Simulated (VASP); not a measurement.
A run of VASP 6.6.1 is set up as follows.

INCAR

```
SYSTEM = SrTiO3
PREC = Accurate
ENCUT = 600
EDIFF = 1E-6
ISMEAR = 0
SIGMA = 0.05
LREAL = .False.
LASPH = .True.
NELM = 120
ALGO = Normal
ISIF = 2
LWAVE = .False.
LCHARG = .False.
GGA = PE
NBANDS = 28
GGA_COMPAT = .False.
```

Contents of KPOINTS:

```
Automatic mesh
0
Gamma
  8 8 8
  0 0 0
```

POSCAR

```
SrTiO3
1.0
    3.9364094381      0.0000000000      0.0000000000
    0.0000000000      3.9364094381      0.0000000000
    0.0000000000      0.0000000000      3.9364094381
Sr Ti O
1 1 3
Direct
    0.0020505763      0.0000000000      0.0000000000
    0.5096807686      0.5000000000      0.5000000000
   -0.0146326242      0.5000000000      0.5000000000
    0.4872194045      0.0000000000      0.5000000000
    0.4872194045      0.5000000000      0.0000000000
```

Potentials or basis: VASP PAW PBE potentials, release 64 (Sr_sv, Ti_sv, O).

The run is started by

```sh
$ cat potpaw_PBE.64/Sr_sv/POTCAR potpaw_PBE.64/Ti_sv/POTCAR potpaw_PBE.64/O/POTCAR > POTCAR
$ mpirun -np 1 vasp_std > vasp.out
```

Q: What does it give for the pressure?

A: 1.1 GPa.

Q: Estimate the largest force.

A: 0.104 eV/Å.

Q: Predict the band gap on the k mesh.

A: 1.84 eV (least direct gap 2.31 eV).

Stress tensor (GPa, compression positive):
```
2.14 0.00 0.00
0.00 0.60 0.00
0.00 0.00 0.60
```

A k mesh can miss the band edges. A hybrid or GW would open this gap; PBE tends to underestimate it.
